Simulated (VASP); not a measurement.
# Hf (P6_3/mmc) in VASP: a series of runs, part 3 of 3

VASP 6.6.1. The steps go on from the part before.

## 5. Electric field gradients, PBE (equal xx and yy strain of +1 %)

Input file INCAR:

```
SYSTEM = Hf
ALGO = Normal ; EDIFF = 1E-8
ENCUT = 520 ; GGA = PE
ISIF = 2 ; ISMEAR = -1
LASPH = .TRUE. ; LCHARG = .FALSE.
LEFG = .TRUE. ; LREAL = .FALSE.
LWAVE = .FALSE. ; NBANDS = 17
NELM = 80 ; PREC = Accurate
SIGMA = 0.05
```

Input file KPOINTS:

```
k-points
0
G
  13 13 7
  0 0 0
```

Input file POSCAR:

```
Hf
1.0
    3.2286655094      0.0000000000      0.0000000000
   -1.6143327547      2.7961063515      0.0000000000
    0.0000000000      0.0000000000      5.0578000000
Hf
2
Direct
    0.3333333333      0.6666666667      0.2500000000
    0.6666666667      0.3333333333      0.7500000000
```

Potentials or basis: VASP PAW PBE potentials, release 64 (Hf_pv).

On the command line:

```console
$ cat potpaw_PBE.64/Hf_pv/POTCAR > POTCAR
$ mpirun -np 1 vasp_std > vasp.out
```

OUTCAR:

```text
SYSTEM = Hf
   EDIFF = 1E-8
   ENCUT = 520
   GGA = PE
   ISIF = 2
   ISMEAR = -1
   LASPH = .TRUE.
   LREAL = .FALSE.
   NELM = 80
   PREC = Accurate

 ion  position               nearest neighbor table
   1  0.333  0.667  0.250-   2 3.14   2 3.14   2 3.14   2 3.14   2 3.14   2 3.14
   2  0.667  0.333  0.750-   1 3.14   1 3.14   1 3.14   1 3.14   1 3.14   1 3.14

  LATTYP: Found a hexagonal cell.
 ALAT       =     3.2286655094
 C/A-ratio  =     1.5665295724

  Lattice vectors:

 A1 = (   3.2286655094,   0.0000000000,   0.0000000000)
 A2 = (  -1.6143327547,   2.7961063515,   0.0000000000)
 A3 = (   0.0000000000,   0.0000000000,   5.0578000000)

Analysis of symmetry for initial positions (statically):
=====================================================================
 Subroutine PRICEL returns:
 Original cell was already a primitive cell.

 Routine SETGRP: Setting up the symmetry group for a
 hexagonal supercell.
[... 670 lines left out ...]
  volume of cell :       45.66
      direct lattice vectors                 reciprocal lattice vectors
     3.228665509  0.000000000  0.000000000     0.309725488  0.178820094  0.000000000
    -1.614332755  2.796106352  0.000000000     0.000000000  0.357640188  0.000000000
     0.000000000  0.000000000  5.057800000     0.000000000  0.000000000  0.197714421

 POSITION                                       TOTAL-FORCE (eV/Angst)
 -----------------------------------------------------------------------------------
     -0.00000      1.86407      1.26445        -0.000000      0.000000      0.000000
      1.61433      0.93204      3.79335         0.000000     -0.000000      0.000000
 -----------------------------------------------------------------------------------
    total drift:                               -0.000000      0.000000     -0.000000

  FREE ENERGIE OF THE ION-ELECTRON SYSTEM (eV)
  ---------------------------------------------------
  free  energy   TOTEN  =       -19.8513001160 eV

  energy  without entropy=      -19.8387623679  energy(sigma->0) =      -19.84503124

 Electric field gradients (V/A^2)
---------------------------------------------------------------------
 ion       V_xx      V_yy      V_zz      V_xy      V_xz      V_yz
---------------------------------------------------------------------
   1     -42.703   -42.702    85.406     0.001     0.000    -0.000
   2     -42.703   -42.702    85.406     0.001    -0.000     0.000
---------------------------------------------------------------------

 Electric field gradients after diagonalization (V/A^2)
 (convention: |V_zz| > |V_xx| > |V_yy|)
----------------------------------------------------------------------
 ion       V_xx      V_yy      V_zz     asymmetry (V_yy - V_xx)/ V_zz
----------------------------------------------------------------------
   1     -42.703   -42.702    85.406       0.000
   2     -42.703   -42.702    85.406       0.000
----------------------------------------------------------------------

           NMR quadrupolar parameters

 Cq : quadrupolar parameter    Cq=e*Q*V_zz/h
 eta: asymmetry parameters     (V_yy - V_xx)/ V_zz
 Q  : nuclear electric quadrupole moment in mb (millibarn)
----------------------------------------------------------------------
 ion       Cq(MHz)       eta       Q (mb)
----------------------------------------------------------------------
   1       0.207       0.000       1.000
   2       0.207       0.000       1.000
----------------------------------------------------------------------
```

stdout:

```text
POSCAR found type information on POSCAR Hf
 POSCAR found :  1 types and       2 ions
 scaLAPACK will be used
 LDA part: xc-table for (Slater+PW92), standard interpolation
 POSCAR, INCAR and KPOINTS ok, starting setup
 FFT: planning ... GRIDC
 FFT: planning ... GRID_SOFT
 FFT: planning ... GRID
 WAVECAR not read
 entering main loop
ion   1

ion   2
```

Run time: 55 s. Hardware: 1 thread of AMD EPYC 7R43 (Zen 3), shared host; peak memory 0.16 GiB.

Results:

```
Free energy            : -19.8513 eV
Pressure               : -1.7 GPa
Band gap on the k mesh : zero (band 10 reaches 5.93 eV, above the bottom of band 11 at 4.37 eV)
```

Electric field gradients, principal values (V/Å²):
| atom | least | middle | greatest (by size) |
| --- | --- | --- | --- |
| 1 Hf | -42.702 | -42.703 | 85.406 |
| 2 Hf | -42.702 | -42.703 | 85.406 |

Caveat: the cell differs from its parent crystal (equal xx and yy strain of +1 %); without QUAD_EFG the Cq values of the log hold for a quadrupole moment of 1 mb, not for the nuclei; spin-orbit coupling is left out, which moves the levels of the heavy elements.

## 6. Electric field gradients, PBE (zz strain of -3 %)

Input file INCAR:

```
SYSTEM = Hf
PREC = Accurate
ENCUT = 520
EDIFF = 1E-8
ISMEAR = -1
SIGMA = 0.05
LREAL = .FALSE.
LASPH = .TRUE.
NELM = 80
ALGO = Normal
ISIF = 2
LWAVE = .FALSE.
LCHARG = .FALSE.
GGA = PE
LEFG = .TRUE.
NBANDS = 17
```

Input file KPOINTS:

```
Automatic mesh
0
G
  13 13 7
  0 0 0
```

Input file POSCAR:

```
Hf
1.0
    3.1966985242      0.0000000000      0.0000000000
   -1.5983492621      2.7684221302      0.0000000000
    0.0000000000      0.0000000000      4.9060660000
Hf
2
Direct
    0.3333333333      0.6666666667      0.2500000000
    0.6666666667      0.3333333333      0.7500000000
```

Potentials or basis: VASP PAW PBE potentials, release 64 (Hf_pv).

On the command line:

```console
$ cat potpaw_PBE.64/Hf_pv/POTCAR > POTCAR
$ mpirun -np 1 vasp_std > vasp.out
```

OUTCAR:

```text
SYSTEM = Hf
   PREC = Accurate
   ENCUT = 520
   EDIFF = 1E-8
   ISMEAR = -1
   LREAL = .FALSE.
   LASPH = .TRUE.
   NELM = 80
   ISIF = 2
   GGA = PE

 ion  position               nearest neighbor table
   1  0.333  0.667  0.250-   2 3.07   2 3.07   2 3.07   2 3.07   2 3.07   2 3.07
   2  0.667  0.333  0.750-   1 3.07   1 3.07   1 3.07   1 3.07   1 3.07   1 3.07

  LATTYP: Found a hexagonal cell.
 ALAT       =     3.1966985242
 C/A-ratio  =     1.5347290221

  Lattice vectors:

 A1 = (   3.1966985242,   0.0000000000,   0.0000000000)
 A2 = (  -1.5983492621,   2.7684221302,   0.0000000000)
 A3 = (   0.0000000000,   0.0000000000,   4.9060660000)

Analysis of symmetry for initial positions (statically):
=====================================================================
 Subroutine PRICEL returns:
 Original cell was already a primitive cell.

 Routine SETGRP: Setting up the symmetry group for a
 hexagonal supercell.

 Subroutine GETGRP returns: Found 24 space group operations
 (whereof 12 operations were pure point group operations)
 out of a pool of 24 trial point group operations.

The static configuration has the point symmetry D_3d.
 The point group associated with its full space group is D_6h.

Analysis of symmetry for dynamics (positions and initial velocities):
=====================================================================
 Subroutine PRICEL returns:
 Original cell was already a primitive cell.

 Routine SETGRP: Setting up the symmetry group for a
 hexagonal supercell.

 Subroutine GETGRP returns: Found 24 space group operations
 (whereof 12 operations were pure point group operations)
 out of a pool of 24 trial point group operations.

The dynamic configuration has the point symmetry D_3d.
 The point group associated with its full space group is D_6h.

 Subroutine INISYM returns: Found 24 space group operations
 (whereof 12 operations are pure point group operations),
 and found     1 'primitive' translations

----------------------------------------------------------------------------------------

                                     Primitive cell

  volume of cell :      43.4178

  direct lattice vectors                    reciprocal lattice vectors
     3.196698524  0.000000000  0.000000000     0.312822743  0.180608295  0.000000000
    -1.598349262  2.768422130  0.000000000     0.000000000  0.361216589  0.000000000
     0.000000000  0.000000000  4.906066000     0.000000000  0.000000000  0.203829300

  length of vectors
     3.196698524  3.196698524  4.906066000     0.361216589  0.361216589  0.203829300

  position of ions in fractional coordinates (direct lattice)
     0.333333333  0.666666667  0.250000000
     0.666666667  0.333333333  0.750000000

  ion indices of the primitive-cell ions
   primitive index   ion index
                 1           1
                 2           2

----------------------------------------------------------------------------------------

[... 70 lines left out ...]
   LREAL  =      F    real-space projection
   EDIFFG = 0.1E-06   stopping-criterion for IOM
   NSW    =      0    number of steps for IOM
   IBRION =     -1    ionic relax: 0-MD 1-quasi-New 2-CG
   NFREE  =      0    steps in history (QN), initial steepest desc. (CG)
   ISIF   =      2    stress and relaxation
   ISYM   =      2    0-nonsym 1-usesym 2-fastsym
   POTIM  = 0.5000    time-step for ionic-motion
   TEBEG  =    0.0;   TEEND  =   0.0 temperature during run
   PSTRESS=    0.0 pullay stress
   NELECT =      20.0000    total number of electrons
   NUPDOWN=      -1.0000    fix difference up-down
   EMIN   =  10.00;   EMAX   =-10.00  energy-range for DOS
   EFERMI =   0.00;   METHOD = LEGACY
   ISMEAR =    -1;   SIGMA  =   0.05  broadening in eV -4-tet -1-fermi 0-gaus
   EFERMI_NEDOS =   21; number of points for ismear=-14 and -15
   IALGO  =     38    algorithm
   IMIX   =      4    mixing-type and parameters
     AMIX     =   0.40;   BMIX     =  1.00
     AMIX_MAG =   1.60;   BMIX_MAG =  1.00
  volume/ion in A,a.u.               =      21.71       146.50
  Fermi-wavevector in a.u.,A,eV,Ry     =   1.264336  2.389248 21.749519  1.598545
  Thomas-Fermi vector in A             =   2.397646
   LORBIT       =      0    0 simple, 1 ext, 2 COOP (PROOUT), +10 PAW based schemes
   GGA     = PE    functional components
   LHFCALC =     F    Hartree Fock is set to
   AEXX    =    0.0000 exact exchange contribution
   IVDW    =     0    specifies the selected vdW correction
   LEPSILON=     F    determine dielectric tensor
   LRPA    =     F    only Hartree local field effects (RPA)
 non-spin polarized calculation
  energy-cutoff  :      520.00
  volume of cell :       43.42
 maximum number of plane-waves:      1183
 NGX is ok and might be reduce to    24
   NGX = 11   NGY = 11   NGZ = 19

 number of electron      20.0000006 magnetization

 Free energy of the ion-electron system (eV)
  ---------------------------------------------------
  ext. energy  EPLUGINS =         0.00000000
  ---------------------------------------------------
  free energy    TOTEN  =       -19.82650639 eV

  energy without entropy =      -19.81358851  energy(sigma->0) =      -19.82004745

 E-fermi :   5.1436     XC(G=0): -11.4200

 val. band max:        5.1431574048   @ k =   0.3077   0.2308   0.2857
 cond. band min:       5.1497913332   @ k =   0.3077   0.2308   0.4286
 fundamental gap:      0.0066339284
 Fermi energy:         5.1436087632

 k-point     1 :       0.0000    0.0000    0.0000
  band No.  band energies     occupation
      1     -25.9686      2.00000
      2     -25.1495      2.00000
      3     -25.1495      2.00000
      4     -24.9855      2.00000
      5     -24.9855      2.00000
      6     -24.9515      2.00000
[... 457 lines left out ...]
      4     -25.1574      2.00000
      5     -25.0098      2.00000
      6     -25.0010      2.00000
[... 9 lines left out ...]
     16       8.1138      0.00000
     17      11.1000      0.00000

 [... further k-points ...]
[... 5 lines left out ...]
  --------------------------------------------------------------------------------------
  -------------------------------------------------------------------------------------
  Total        0.7159334      0.7159334      1.8781611      0.0000000      0.0000000     -0.0000000
  in kB       26.4189672     26.4189672     69.3068316      0.0000000      0.0000000     -0.0000000
  external PRESSURE =      40.7149220 kB  Pullay stress =       0.0000000 kB

 VOLUME and BASIS-vectors are now :
 -----------------------------------------------------------------------------
  energy-cutoff  :      520.00
  volume of cell :       43.42
      direct lattice vectors                 reciprocal lattice vectors
     3.196698524  0.000000000  0.000000000     0.312822743  0.180608295  0.000000000
    -1.598349262  2.768422130  0.000000000     0.000000000  0.361216589  0.000000000
     0.000000000  0.000000000  4.906066000     0.000000000  0.000000000  0.203829300

 POSITION                                       TOTAL-FORCE (eV/Angst)
 -----------------------------------------------------------------------------------
     -0.00000      1.84561      1.22652        -0.000000      0.000000      0.000000
      1.59835      0.92281      3.67955         0.000000     -0.000000      0.000000
 -----------------------------------------------------------------------------------
    total drift:                                0.000000     -0.000000      0.000000

  FREE ENERGIE OF THE ION-ELECTRON SYSTEM (eV)
  ---------------------------------------------------
  free  energy   TOTEN  =       -19.8265063918 eV

  energy  without entropy=      -19.8135885141  energy(sigma->0) =      -19.82004745

 Electric field gradients (V/A^2)
---------------------------------------------------------------------
 ion       V_xx      V_yy      V_zz      V_xy      V_xz      V_yz
---------------------------------------------------------------------
   1     -57.319   -57.319   114.638     0.000    -0.000     0.000
   2     -57.319   -57.319   114.638     0.000     0.000    -0.000
---------------------------------------------------------------------

 Electric field gradients after diagonalization (V/A^2)
 (convention: |V_zz| > |V_xx| > |V_yy|)
----------------------------------------------------------------------
 ion       V_xx      V_yy      V_zz     asymmetry (V_yy - V_xx)/ V_zz
----------------------------------------------------------------------
   1     -57.320   -57.318   114.638       0.000
   2     -57.320   -57.318   114.638       0.000
----------------------------------------------------------------------

           NMR quadrupolar parameters

 Cq : quadrupolar parameter    Cq=e*Q*V_zz/h
 eta: asymmetry parameters     (V_yy - V_xx)/ V_zz
 Q  : nuclear electric quadrupole moment in mb (millibarn)
----------------------------------------------------------------------
 ion       Cq(MHz)       eta       Q (mb)
----------------------------------------------------------------------
   1       0.277       0.000       1.000
   2       0.277       0.000       1.000
----------------------------------------------------------------------
```

Wall time 68 s (1 thread of Intel Xeon 8259CL, shared host); peak memory 0.19 GiB.

What came out:

* Free energy: -19.8265 eV
* Pressure: 4.1 GPa
* Band gap on the k mesh: zero (band 10 reaches 6.24 eV, above the bottom of band 11 at 4.73 eV)

Levels at points of the mesh, in eV from the Fermi level:
| k point | band 6 | band 7 | band 8 | band 9 | band 10 | band 11 | band 12 | band 13 | band 14 | band 15 |
| --- | --- | --- | --- | --- | --- | --- | --- | --- | --- | --- |
| (0.00, 0.00, 0.00) | -30.10 | -7.49 | -3.75 | 1.01 | 1.10 | 1.10 | 1.76 | 2.04 | 2.04 | 2.44 |

Electric field gradients, principal values (V/Å²):
| atom | least | middle | greatest (by size) |
| --- | --- | --- | --- |
| 1 Hf | -57.318 | -57.320 | 114.638 |
| 2 Hf | -57.318 | -57.320 | 114.638 |

Caveat: the cell differs from its parent crystal (zz strain of -3 %); without QUAD_EFG the Cq values of the log hold for a quadrupole moment of 1 mb, not for the nuclei; spin-orbit coupling is left out, which moves the levels of the heavy elements.

## 7. The runs side by side

```csv
cell,gap on the mesh (eV),pressure (GPa)
"a = 3.131, b = 3.131, c = 4.955 Å, angles 90.0, 90.0, 120.0°, 2 atoms",none,7.9
"a = 3.153, b = 3.153, c = 4.989 Å, angles 90.0, 90.0, 120.0°, 2 atoms",none,5.2
"a = 3.229, b = 3.229, c = 5.058 Å, angles 90.0, 90.0, 120.0°, 2 atoms",none,-1.7
"a = 3.197, b = 3.197, c = 4.906 Å, angles 90.0, 90.0, 120.0°, 2 atoms",none,4.1
```

Alike in all rows: task electric field gradients; level PBE; potentials or basis VASP PAW PBE potentials, release 64 (Hf_pv); no spin polarisation; k mesh 13 × 13 × 7; cutoff (eV) 520; smearing fermi-dirac 0.05 eV.

Caveats: spin-orbit coupling is left out, which moves the levels of the heavy elements.

Total energies depend on the potentials used, so only differences within one code and one set of settings carry meaning.
